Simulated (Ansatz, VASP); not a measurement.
## Two plane-wave programs on B

```
B
1.0
     1.25062    0.72205    2.99470
    -1.25062    0.72205    2.99470
     0.00000   -1.44410    2.99470
B
2
Cartesian
  0.0000 0.0000 0.5184
  0.0000 0.0000 8.4657
```

Alike in both runs: task relaxation of cell and atoms; functional PBE; k mesh 9 × 9 × 9; occupations gaussian, width 0.1 eV; no spin polarisation.

|  | VASP | Ansatz |
| --- | --- | --- |
| version | VASP 6.6.1 | Ansatz 0.2.0 |
| potentials or method | VASP PAW PBE potentials, release 64 (B), cutoff 600 eV | scalar-relativistic, plane waves, PAW |
| valence electrons in the cell | 6 | 6 |

```tsv
	VASP	Ansatz	Ansatz less VASP
gap on the k mesh at the Fermi level, each at its own relaxed structure (eV)	none	none	-
relaxed volume (Å³/atom)	8.05	7.36	-0.686
relaxed length of the cell vector where the two differ most in proportion (Å)	2.704	3.138	+0.4340
```

A gap of «none» marks a metal or a gap that the smearing closes. One of these differences is far larger than is usual between the two programs; its cause wasn't traced.
